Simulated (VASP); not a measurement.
Se, 1 atom in the cell. It takes space group Im-3m (No. 229, cubic). Conventional cell: a = 3.445 Å, b = 3.445 Å, c = 3.445 Å, α = 90.00°, β = 90.00°, γ = 90.00°. Se (site symmetry m-3m) has 14 Se at 2.98 to 3.44 Å within 3.9 Å. This isn't the form of Se at room conditions, which is trigonal, of chains.

| Property | Result |
| --- | --- |
| Program | VASP 6.6.1 |
| Task | relaxation of cell and atoms |
| Functional | r2SCAN |
| Potentials or basis | VASP PAW PBE potentials, release 64 (Se) |
| Cutoff | 600 eV |
| k mesh | 9 × 9 × 9 |
| Occupations | fermi-dirac, width 0.02 eV |
| Spin | no spin polarisation |
| Dipole correction | no |
| Further INCAR settings | ALGO = Normal; EDIFF = 1e-07; IBRION = 2; EDIFFG = -0.02; NSW = 80; ISIF = 3 |

Potentials or basis: VASP PAW PBE potentials, release 64 (Se).

Run with:

```console
$ cat potpaw_PBE.64/Se/POTCAR > POTCAR
$ cp INCAR.step1 INCAR
$ mpirun -np 1 vasp_std > vasp.out
$ cp INCAR.step2 INCAR
$ mpirun -np 1 vasp_std > vasp.out
```

Hardware: 1 thread of Intel(R) Xeon(R) 6975P-C (Granite Rapids) (shared host).

Problem. How long does it take, and how much memory?

Solution. Wall time 9.7 s on 1 thread of Intel(R) Xeon(R) 6975P-C (Granite Rapids), with other jobs on the host, peak memory 0.14 GiB. Counts: k points 35, ion steps 1.
